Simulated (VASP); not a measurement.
Write the native input for VASP 6.6.1 that does the following.

| Item | Value |
| --- | --- |
| Task | single point |
| Functional | PBE |
| Potentials or basis | VASP PAW PBE potentials, release 64 (Si, W_sv, C) |
| Cutoff | 600 eV |
| k mesh | 4 × 4 × 4 |
| Occupations | gaussian, width 0.2 eV |
| Spin | no spin polarisation |
| Dipole correction | no |
| Further INCAR settings | ALGO = Normal; EDIFF = 1e-06; NBANDS = 26 |

The structure of Si2WC3 lies in POSCAR:

```
Si2WC3
1.0
    3.9193677385      0.0000000000      0.0000000000
    0.0000000000      3.9193677385      0.0000000000
    0.0000000000      0.0000000000      4.4430181791
Si W C
2 1 3
Direct
    0.5000000000      0.0000000000      0.8146249452
    0.0000000000      0.5000000000      0.8146249452
    0.0000000000      0.0000000000      0.2253489886
    0.5000000000      0.5000000000      0.7656365601
    0.5000000000      0.0000000000      0.3886243604
    0.0000000000      0.5000000000      0.3886243604
```

The cell was generated, and may not be a known phase.

One way to write it, as run:

INCAR

```
SYSTEM = Si2WC3
  PREC = Accurate
  ENCUT = 600
  EDIFF = 1E-6
  ISMEAR = 0
  SIGMA = 0.2
  LREAL = .FALSE.
  LASPH = .TRUE.
  NELM = 120
  ALGO = Normal
  ISIF = 2
  LWAVE = .FALSE.
  LCHARG = .TRUE.
  GGA = PE
  LELF = .TRUE.
  LVHAR = .TRUE.
  NBANDS = 26
  GGA_COMPAT = .FALSE.
```

KPOINTS

```
Automatic mesh
0
G
  4 4 4
  0 0 0
```

Potentials or basis: VASP PAW PBE potentials, release 64 (Si, W_sv, C).

Run with:

```bash
$ cat potpaw_PBE.64/Si/POTCAR potpaw_PBE.64/W_sv/POTCAR potpaw_PBE.64/C/POTCAR > POTCAR
$ mpirun -np 1 vasp_std > vasp.out
```

Results of the run:

- Pressure: 0.4 GPa
- Largest force: 0.015 eV/Å
- Band gap on the k mesh: zero (bands 17 and 18 overlap by 1.74 eV)

Caveat: the k points lie up to 0.40 Å⁻¹ apart, too coarse for converged energies and pressures of a metal; spin-orbit coupling is left out, which moves the levels of the heavy elements.

Run time: 27 s on 1 thread of Intel(R) Xeon(R) Platinum 8375C CPU @ 2.90GHz (Ice Lake) (shared host), peak memory 0.2 GiB.
